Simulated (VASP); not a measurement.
# MnSb (P6_3/mmc) in VASP: settings compared

MnSb is run at these levels: PBE+U, PBEsol+U; tasks: band structure, relaxation of cell and atoms.

Everything below comes from runs of VASP 6.6.1. Logs are shortened: lines on timing, memory, paths and dates and some standing lists are left out, and cuts for length are marked.

### 1 The cell of the first run

It takes space group P6_3/mmc (No. 194, hexagonal). The conventional cell has a = 4.150 Å, b = 4.150 Å, c = 5.780 Å, α = 90.00°, β = 90.00°, γ = 120.00°. Within 3.8 Å of Sb (site symmetry -6m2) lie 6 Mn at 2.80 Å and 6 Sb at 3.75 Å. Mn (site symmetry -3m) has 6 Sb at 2.80 Å and 2 Mn at 2.89 Å within 3.7 Å.

### 2 Band structure, PBE+U, collinear spin, ferromagnetic start

File INCAR:

```
  GGA = PE
  ISPIN = 2
  MAGMOM = 0 0 4 4
  LORBIT = 11
  LDAU = T
  LDAUTYPE = 2
  LDAUL = -1 2
  LDAUU = 0 6
  LDAUJ = 0 0
  ISMEAR = -1
  SIGMA = 0.02
  LWAVE = F
  LCHARG = F
  NBANDS = 50
  PREC = Accurate
  LASPH = T
  LREAL = F
  ALGO = Normal
  EDIFF = 1E-7
  NELM = 200
  GGA_COMPAT = F
  ENCUT = 540
  LMAXMIX = 4
  KPAR = 2
```

File KPOINTS:

```
Automatic mesh
0
Gamma
  12 12 8
  0 0 0
```

File KPOINTS_OPT:

```
path GMKGALHA,LM,KH
12
line-mode
reciprocal
 0.0000000000  0.0000000000  0.0000000000  G
 0.5000000000  0.0000000000  0.0000000000  M

 0.5000000000  0.0000000000  0.0000000000  M
 0.3333333333  0.3333333333  0.0000000000  K

 0.3333333333  0.3333333333  0.0000000000  K
 0.0000000000  0.0000000000  0.0000000000  G

 0.0000000000  0.0000000000  0.0000000000  G
 0.0000000000  0.0000000000  0.5000000000  A

 0.0000000000  0.0000000000  0.5000000000  A
 0.5000000000  0.0000000000  0.5000000000  L

 0.5000000000  0.0000000000  0.5000000000  L
 0.3333333333  0.3333333333  0.5000000000  H

 0.3333333333  0.3333333333  0.5000000000  H
 0.0000000000  0.0000000000  0.5000000000  A

 0.5000000000  0.0000000000  0.5000000000  L
 0.5000000000  0.0000000000  0.0000000000  M

 0.3333333333  0.3333333333  0.0000000000  K
 0.3333333333  0.3333333333  0.5000000000  H
```

File POSCAR:

```
MnSb
1.0
    4.1500000000      0.0000000000      0.0000000000
   -2.0750000000      3.5940054257      0.0000000000
    0.0000000000      0.0000000000      5.7800000000
Sb Mn
2 2
Direct
    0.6666666667      0.3333333333      0.7500000000
    0.3333333333      0.6666666667      0.2500000000
    0.0000000000      0.0000000000      0.5000000000
    0.0000000000      0.0000000000      0.0000000000
```

Potentials or basis: VASP PAW PBE potentials, release 64 (Sb, Mn_pv).

Command:

```bash
> cat potpaw_PBE.64/Sb/POTCAR potpaw_PBE.64/Mn_pv/POTCAR > POTCAR
> mpirun -np 2 vasp_std > vasp.out
```

OUTCAR:

```text
GGA = PE
   ISPIN = 2
   LORBIT = 11
   ISMEAR = -1
   PREC = Accurate
   LASPH = T
   LREAL = F
   EDIFF = 1E-7
   NELM = 200
   ENCUT = 540

 ion  position               nearest neighbor table
   1  0.667  0.333  0.750-   3 2.80   4 2.80   3 2.80   4 2.80   3 2.80   4 2.80   2 3.75   2 3.75
                             2 3.75   2 3.75   2 3.75   2 3.75
   2  0.333  0.667  0.250-   3 2.80   4 2.80   3 2.80   4 2.80   3 2.80   4 2.80   1 3.75   1 3.75
                             1 3.75   1 3.75   1 3.75   1 3.75
   3  0.000  0.000  0.500-   1 2.80   2 2.80   2 2.80   1 2.80   1 2.80   2 2.80   4 2.89   4 2.89

   4  0.000  0.000  0.000-   1 2.80   2 2.80   2 2.80   1 2.80   1 2.80   2 2.80   3 2.89   3 2.89

  LATTYP: Found a hexagonal cell.
 ALAT       =     4.1500000000
 C/A-ratio  =     1.3927710843

  Lattice vectors:

 A1 = (   4.1500000000,   0.0000000000,   0.0000000000)
 A2 = (  -2.0750000000,   3.5940054257,   0.0000000000)
 A3 = (   0.0000000000,   0.0000000000,   5.7800000000)

Analysis of symmetry for initial positions (statically):
=====================================================================
 Subroutine PRICEL returns:
 Original cell was already a primitive cell.

 Routine SETGRP: Setting up the symmetry group for a
 hexagonal supercell.

 Subroutine GETGRP returns: Found 24 space group operations
 (whereof 12 operations were pure point group operations)
 out of a pool of 24 trial point group operations.

The static configuration has the point symmetry D_3d.
 The point group associated with its full space group is D_6h.

Analysis of symmetry for dynamics (positions and initial velocities):
=====================================================================
 Subroutine PRICEL returns:
 Original cell was already a primitive cell.

 Routine SETGRP: Setting up the symmetry group for a
 hexagonal supercell.

 Subroutine GETGRP returns: Found 24 space group operations
 (whereof 12 operations were pure point group operations)
 out of a pool of 24 trial point group operations.

The dynamic configuration has the point symmetry D_3d.
 The point group associated with its full space group is D_6h.

Analysis of structural, dynamic, and magnetic symmetry:
=====================================================================
 Subroutine PRICEL returns:
 Original cell was already a primitive cell.

 Routine SETGRP: Setting up the symmetry group for a
 hexagonal supercell.

 Subroutine GETGRP returns: Found 24 space group operations
 (whereof 12 operations were pure point group operations)
 out of a pool of 24 trial point group operations.

The overall configuration has the point symmetry D_3d.
 The point group associated with its full space group is D_6h.

 Subroutine INISYM returns: Found 24 space group operations
 (whereof 12 operations are pure point group operations),
 and found     1 'primitive' translations

----------------------------------------------------------------------------------------

                                     Primitive cell

  volume of cell :      86.2094

  direct lattice vectors                    reciprocal lattice vectors
     4.150000000  0.000000000  0.000000000     0.240963855  0.139120547  0.000000000
    -2.075000000  3.594005426  0.000000000     0.000000000  0.278241094  0.000000000
     0.000000000  0.000000000  5.780000000     0.000000000  0.000000000  0.173010381

  length of vectors
     4.150000000  4.150000000  5.780000000     0.278241094  0.278241094  0.173010381

  position of ions in fractional coordinates (direct lattice)
     0.666666667  0.333333333  0.750000000
     0.333333333  0.666666667  0.250000000
     0.000000000  0.000000000  0.500000000
     0.000000000  0.000000000  0.000000000

  ion indices of the primitive-cell ions
   primitive index   ion index
                 1           1
                 2           2
                 3           3
                 4           4

----------------------------------------------------------------------------------------

 KPOINTS: Automatic mesh

Automatic generation of k-mesh.
 Grid dimensions read from file:
 generate k-points for:   12   12    8

 Generating k-lattice:

  Cartesian coordinates                     Fractional coordinates (reciprocal lattice)
     0.020080321  0.011593379  0.000000000     0.083333333  0.000000000  0.000000000
     0.000000000  0.023186758  0.000000000     0.000000000  0.083333333  0.000000000
     0.000000000  0.000000000  0.021626298     0.000000000  0.000000000  0.125000000

  Length of vectors
     0.023186758  0.023186758  0.021626298

  Shift w.r.t. Gamma in fractional coordinates (k-lattice)
     0.000000000  0.000000000  0.000000000

 Subroutine IBZKPT returns following result:
 ===========================================

 Found     95 irreducible k-points:

 Following reciprocal coordinates:
            Coordinates               Weight
  0.000000  0.000000  0.000000      1.000000
[... 54 lines left out ...]
 LDA+U is selected, type is set to LDAUTYPE =  2
   angular momentum for each species LDAUL =    -1    2
   U (eV)           for each species LDAUU =   0.0  6.0
   J (eV)           for each species LDAUJ =   0.0  0.0
   GGA     = PE    functional components
   LHFCALC =     F    Hartree Fock is set to
   AEXX    =    0.0000 exact exchange contribution
   IVDW    =     0    specifies the selected vdW correction
   LEPSILON=     F    determine dielectric tensor
   LRPA    =     F    only Hartree local field effects (RPA)

   CSHIFT  =0.1000    complex shift for real part using Kramers Kronig

   OMEGAMAX=  -1.0    maximum frequency
 spin polarized calculation
  energy-cutoff  :      540.00
  volume of cell :       86.21
 maximum number of plane-waves:      2474
 NGX is ok and might be reduce to    32
   NGX = 15   NGY = 15   NGZ = 21

 number of electron      36.0000011 magnetization       8.2348341

 Free energy of the ion-electron system (eV)
  ---------------------------------------------------
  ext. energy  EPLUGINS =         0.00000000
  ---------------------------------------------------
  free energy    TOTEN  =       -20.81002642 eV

  energy without entropy =      -20.80812069  energy(sigma->0) =      -20.80907356

 E-fermi :   7.9421     XC(G=0): -10.5839

 val. band max:        7.9393590736   @ k =   0.4167   0.0833   0.2500
 cond. band min:       7.9529080399   @ k =   0.0833   0.0000   0.1250
 fundamental gap:      0.0135489663
 Fermi energy:         7.9420889671

 spin component 1

 k-point     1 :       0.0000    0.0000    0.0000
  band No.  band energies     occupation
      1     -43.0501      1.00000
      2     -43.0230      1.00000
      3     -43.0230      1.00000
      4     -43.0157      1.00000
      5     -43.0157      1.00000
      6     -42.9710      1.00000
[... 22 lines left out ...]
     29      14.8062      0.00000
     30      14.8062      0.00000
[... 728 lines left out ...]
  band No.  band energies     occupation
      1     -43.0468      1.00000
      2     -43.0239      1.00000
      3     -43.0230      1.00000
      4     -43.0169      1.00000
      5     -43.0161      1.00000
      6     -42.9739      1.00000
[... 22 lines left out ...]
     29      15.9065      0.00000
     30      16.1348      0.00000

 [... further k-points ...]

 spin component 2

 k-point     1 :       0.0000    0.0000    0.0000
  band No.  band energies     occupation
      1     -38.4450      1.00000
      2     -38.4026      1.00000
      3     -38.4026      1.00000
      4     -38.3932      1.00000
      5     -38.3932      1.00000
      6     -38.3498      1.00000
[... 22 lines left out ...]
     29      15.8152      0.00000
     30      15.8152      0.00000
[... 728 lines left out ...]
  band No.  band energies     occupation
      1     -38.4409      1.00000
      2     -38.4041      1.00000
      3     -38.4028      1.00000
      4     -38.3949      1.00000
      5     -38.3938      1.00000
      6     -38.3532      1.00000
[... 22 lines left out ...]
     29      16.3082      0.00000
     30      17.1297      0.00000

 [... further k-points ...]

 [bands above 30 left out]

------------------------ aborting loop because EDIFF is reached ----------------------------------------

  FORCE on cell =-STRESS in cart. coord.  units (eV):
  Direction    XX          YY          ZZ          XY          YZ          ZX
  --------------------------------------------------------------------------------------
  -------------------------------------------------------------------------------------
  Total        5.3694830      5.3694830      6.9157030      0.0000000      0.0000000      0.0000000
  in kB       99.7903139     99.7903139    128.5263732      0.0000000      0.0000000      0.0000000
  external PRESSURE =     109.3690004 kB  Pullay stress =       0.0000000 kB

 VOLUME and BASIS-vectors are now :
 -----------------------------------------------------------------------------
  energy-cutoff  :      540.00
  volume of cell :       86.21
      direct lattice vectors                 reciprocal lattice vectors
     4.150000000  0.000000000  0.000000000     0.240963855  0.139120547  0.000000000
    -2.075000000  3.594005426  0.000000000     0.000000000  0.278241094  0.000000000
     0.000000000  0.000000000  5.780000000     0.000000000  0.000000000  0.173010381

 POSITION                                       TOTAL-FORCE (eV/Angst)
 -----------------------------------------------------------------------------------
      2.07500      1.19800      4.33500        -0.000000     -0.000000      0.000000
     -0.00000      2.39600      1.44500         0.000000      0.000000      0.000000
      0.00000      0.00000      2.89000        -0.000000      0.000000      0.000000
      0.00000      0.00000      0.00000        -0.000000      0.000000      0.000000
 -----------------------------------------------------------------------------------
    total drift:                               -0.000000      0.000000      0.000000

  FREE ENERGIE OF THE ION-ELECTRON SYSTEM (eV)
  ---------------------------------------------------
  free  energy   TOTEN  =       -20.8100264211 eV

  energy  without entropy=      -20.8081206916  energy(sigma->0) =      -20.80907356

 total charge

# of ion       s       p       d       tot
------------------------------------------
    1        1.154   1.343   0.032   2.530
    2        1.154   1.343   0.032   2.530
    3        0.292   6.242   4.916  11.450
    4        0.292   6.242   4.916  11.450
--------------------------------------------------
tot          2.893  15.171   9.897  27.960

 magnetization (x)

# of ion       s       p       d       tot
------------------------------------------
    1        0.014  -0.246   0.004  -0.229
    2        0.014  -0.246   0.004  -0.229
    3        0.047   0.033   4.290   4.370
    4        0.047   0.033   4.290   4.370
--------------------------------------------------
tot          0.121  -0.426   8.587   8.283
```

Run time: 4.5 min. Hardware: 2 MPI ranks of Intel Xeon 6975P-C (Granite Rapids), shared host; peak memory 1 GiB.

Results:

```
Free energy                                           : -20.8100 eV
Pressure                                              : 10.9 GPa
Band gap along the path                               : zero within the smearing
Net moment                                            : 8.23 μB per cell
Site moments                                          : Sb -0.23; Mn +4.37 μB
Valence electrons inside the program's atomic spheres : Sb 2.53; Mn 11.45
```

Levels at the corners of the path, in eV from the Fermi level:
Spin up:
```
point  band 18  band 19  band 20  band 21  band 22  band 23  band 24  band 25  band 26  band 27
    Γ    -5.37    -3.52     0.35     0.35     1.28     1.28     2.67     2.70     3.62     5.42
    M    -5.25    -3.34    -3.19    -2.89    -2.35    -0.62     2.22     2.67     4.00     4.39
    M    -5.25    -3.34    -3.19    -2.89    -2.35    -0.62     2.22     2.67     4.00     4.39
    K    -5.33    -5.23    -2.44    -1.51    -1.51    -1.19    -1.19     1.32     6.36     7.14
    K    -5.33    -5.23    -2.44    -1.51    -1.51    -1.19    -1.19     1.32     6.36     7.14
    Γ    -5.37    -3.52     0.35     0.35     1.28     1.28     2.67     2.70     3.62     5.42
    Γ    -5.37    -3.52     0.35     0.35     1.28     1.28     2.67     2.70     3.62     5.42
    A    -5.83    -1.18    -1.18     1.05     1.05     1.05     1.05     3.85     3.85     4.92
    A    -5.83    -1.18    -1.18     1.05     1.05     1.05     1.05     3.85     3.85     4.92
    L    -5.35    -4.84    -4.84    -0.66    -0.66     0.33     0.33     3.60     3.60     5.33
    L    -5.35    -4.84    -4.84    -0.66    -0.66     0.33     0.33     3.60     3.60     5.33
    H    -4.88    -4.59    -4.59    -3.60    -3.60     2.39     2.39     5.28     5.28     5.71
    H    -4.88    -4.59    -4.59    -3.60    -3.60     2.39     2.39     5.28     5.28     5.71
    A    -5.83    -1.18    -1.18     1.05     1.05     1.05     1.05     3.85     3.85     4.92
    L    -5.35    -4.84    -4.84    -0.66    -0.66     0.33     0.33     3.60     3.60     5.33
    M    -5.25    -3.34    -3.19    -2.89    -2.35    -0.62     2.22     2.67     4.00     4.39
    K    -5.33    -5.23    -2.44    -1.51    -1.51    -1.19    -1.19     1.32     6.36     7.14
    H    -4.88    -4.59    -4.59    -3.60    -3.60     2.39     2.39     5.28     5.28     5.71
```
Spin down:
```csv
point,band 12,band 13,band 14,band 15,band 16,band 17
Γ,0.32,0.32,0.75,1.66,1.66,2.15
M,-2.37,-2.05,-1.34,0.10,2.39,2.60
M,-2.37,-2.05,-1.34,0.10,2.39,2.60
K,-2.30,-2.27,-2.27,1.45,1.86,2.60
K,-2.30,-2.27,-2.27,1.45,1.86,2.60
Γ,0.32,0.32,0.75,1.66,1.66,2.15
Γ,0.32,0.32,0.75,1.66,1.66,2.15
A,-1.08,-1.08,-1.08,2.01,2.01,2.26
A,-1.08,-1.08,-1.08,2.01,2.01,2.26
L,-1.86,-1.22,-1.22,1.80,1.80,2.80
L,-1.86,-1.22,-1.22,1.80,1.80,2.80
H,-4.31,-0.50,-0.50,2.42,2.42,2.56
H,-4.31,-0.50,-0.50,2.42,2.42,2.56
A,-1.08,-1.08,-1.08,2.01,2.01,2.26
L,-1.86,-1.22,-1.22,1.80,1.80,2.80
M,-2.37,-2.05,-1.34,0.10,2.39,2.60
K,-2.30,-2.27,-2.27,1.45,1.86,2.60
H,-4.31,-0.50,-0.50,2.42,2.42,2.56
```

Caveat: the cell stands under pressure; spin-orbit coupling is left out, which moves the levels of the heavy elements; the run started ferromagnetic, and an antiferromagnetic order may lie lower in energy; the U is typed as a test and isn't derived for this compound. The state reached can hang on the start; a lower one may exist.

### 3 Relaxation of cell and atoms, PBEsol+U, collinear spin, ferromagnetic start

File INCAR:

```
PREC = Accurate ; ENCUT = 600
EDIFF = 1E-7 ; ISMEAR = -1
SIGMA = 0.05 ; LREAL = F
LASPH = T ; NELM = 150
ALGO = Normal ; ISIF = 3
LWAVE = F ; LCHARG = F
ISPIN = 2 ; MAGMOM = 0 0 4 4
LORBIT = 11 ; LMAXMIX = 4
LDAU = T ; LDAUTYPE = 2
LDAUL = -1 2 ; LDAUU = 0 4.5
LDAUJ = 0 0 ; LDAUPRINT = 1
GGA = PS ; IBRION = 2
NSW = 60 ; EDIFFG = -0.01
```

File KPOINTS:

```
Automatic mesh
0
Gamma
  7 7 5
```

POSCAR is that of step 2.

Potentials or basis: VASP PAW PBE potentials, release 64 (Sb, Mn_pv).

Command:

```bash
> cat potpaw_PBE.64/Sb/POTCAR potpaw_PBE.64/Mn_pv/POTCAR > POTCAR
> mpirun -np 1 vasp_std > vasp.out
```

Run time: 3.6 min. Hardware: 1 thread of Intel Xeon 6975P-C (Granite Rapids), shared host; peak memory 0.35 GiB.

It converged, with:

```
Free energy                                           : -23.8316 eV
Relaxed volume                                        : 23.14 Å³/atom
Relaxed cell                                          : a = 4.194 Å, b = 4.194 Å, c = 6.077 Å, α = 90.00°, β = 90.00°, γ = 120.00°
Space group after relaxing (to 0.1 Å)                 : P6_3/mmc (No. 194)
Energy gained by relaxing                             : 27.3 meV/atom
Ionic steps                                           : 5
Pressure after relaxing                               : 0.0 GPa
Net moment                                            : 8.20 μB per cell
Site moments                                          : Sb -0.22; Mn +4.31 μB
Valence electrons inside the program's atomic spheres : Sb 2.48; Mn 11.39
```

Step by step:
| step | energy change (eV) | largest force (eV/Å) | pressure (GPa) | volume (Å³) |
| --- | --- | --- | --- | --- |
| 1 | 0.0000 | 0.0000 | 4.86 | 86.21 |
| 2 | -0.0950 | 0.0000 | -1.23 | 94.62 |
| 3 | -0.1010 | 0.0000 | -0.18 | 92.85 |
| 4 | -0.1064 | 0.0000 | -0.08 | 92.74 |
| 5 | -0.1091 | 0.0000 | 0.04 | 92.56 |

Final structure:
```cif
data_structure
_symmetry_space_group_name_H-M 'P 1'
_symmetry_Int_Tables_number 1
_cell_length_a 4.1936
_cell_length_b 4.1936
_cell_length_c 6.0773
_cell_angle_alpha 90.000
_cell_angle_beta 90.000
_cell_angle_gamma 120.000
_cell_volume 92.56
loop_
_atom_site_label
_atom_site_type_symbol
_atom_site_fract_x
_atom_site_fract_y
_atom_site_fract_z
_atom_site_occupancy
Sb1 Sb 0.66667 0.33333 0.75000 1
Sb2 Sb 0.33333 0.66667 0.25000 1
Mn1 Mn 0.00000 0.00000 0.50000 1
Mn2 Mn 0.00000 0.00000 0.00000 1
```

Levels at points of the mesh, in eV from the Fermi level:
Spin up:
| k point | band 18 | band 19 | band 20 | band 21 | band 22 | band 23 | band 24 | band 25 | band 26 |
| --- | --- | --- | --- | --- | --- | --- | --- | --- | --- |
| (0.00, 0.00, 0.00) | -4.69 | -3.30 | 0.45 | 0.45 | 1.41 | 1.41 | 2.21 | 2.78 | 3.26 |
Spin down:
| k point | band 12 | band 13 | band 14 | band 15 | band 16 | band 17 |
| --- | --- | --- | --- | --- | --- | --- |
| (0.00, 0.00, 0.00) | 0.45 | 0.45 | 0.62 | 1.47 | 1.47 | 1.74 |

Eigenvalues of the final occupation matrices:
| site | spin | trace | eigenvalues |
| --- | --- | --- | --- |
| site 3 d | 1 | 4.58 | 0.91 0.91 0.92 0.92 0.92 |
| site 3 d | 2 | 0.33 | 0.02 0.02 0.04 0.13 0.13 |
| site 4 d | 1 | 4.58 | 0.91 0.91 0.92 0.92 0.92 |
| site 4 d | 2 | 0.33 | 0.02 0.02 0.04 0.13 0.13 |

Caveat: the PAW data sets were made with another functional, which shifts forces and pressure a little; spin-orbit coupling is left out, which moves the levels of the heavy elements; the run started ferromagnetic, and an antiferromagnetic order may lie lower in energy; the U is typed as a test and isn't derived for this compound.
